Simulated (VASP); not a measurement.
Wanted: the native input for a VASP 6.6.1 run.

| Item | Value |
| --- | --- |
| Task | single point |
| Functional | PBEsol |
| Potentials or basis | VASP PAW PBE potentials, release 64 (Zn, Au) |
| Cutoff | 500 eV |
| k mesh | 12 × 12 × 12 |
| Occupations | fermi-dirac, width 0.1 eV |
| Spin | no spin polarisation |
| Dipole correction | no |
| Further INCAR settings | ALGO = Normal; EDIFF = 1e-06; NBANDS = 18 |

The structure of ZnAu lies in POSCAR:

```
ZnAu
1.0
    3.1287984368      0.0000000000      0.0000000000
    0.0000000000      3.1287984368      0.0000000000
    0.0000000000      0.0000000000      3.1287984368
Zn Au
1 1
Direct
    0.5000000000      0.5000000000      0.5000000000
    0.0000000000      0.0000000000      0.0000000000
```

One way to write it, as run:

INCAR

```
SYSTEM = ZnAu
PREC     = Accurate       ! precision mode
ENCUT    = 500            ! plane-wave cutoff, eV
EDIFF    = 1E-6           ! SCF threshold, eV
ISMEAR   = -1             ! smearing method
SIGMA    = 0.1            ! smearing width, eV
LREAL    = .False.        ! projectors in reciprocal space
LASPH    = .True.         ! aspherical terms in the spheres
NELM     = 120            ! most SCF steps
ALGO     = Normal         ! electronic algorithm
ISIF     = 2              ! what is computed and relaxed
LWAVE    = .False.        ! write WAVECAR
LCHARG   = .False.        ! write CHGCAR
GGA      = PS             ! functional
NBANDS   = 18             ! bands
GGA_COMPAT= .False.
```

KPOINTS

```
regular mesh
0
Gamma
  12 12 12
  0 0 0
```

Potentials or basis: VASP PAW PBE potentials, release 64 (Zn, Au).

Command:

```console
$ cat potpaw_PBE.64/Zn/POTCAR potpaw_PBE.64/Au/POTCAR > POTCAR
$ mpirun -np 1 vasp_std > vasp.out
```

Results of the run:

- Pressure: 0.1 GPa
- Band gap on the k mesh: zero (an odd number of electrons rules out a gap without spin polarisation)

Caveat: the PAW data sets were made with another functional, which shifts forces and pressure a little; spin-orbit coupling is left out, which moves the levels of the heavy elements.

Wall time 40 s on 1 thread of Intel Xeon 8259CL (shared host), peak memory 0.17 GiB.
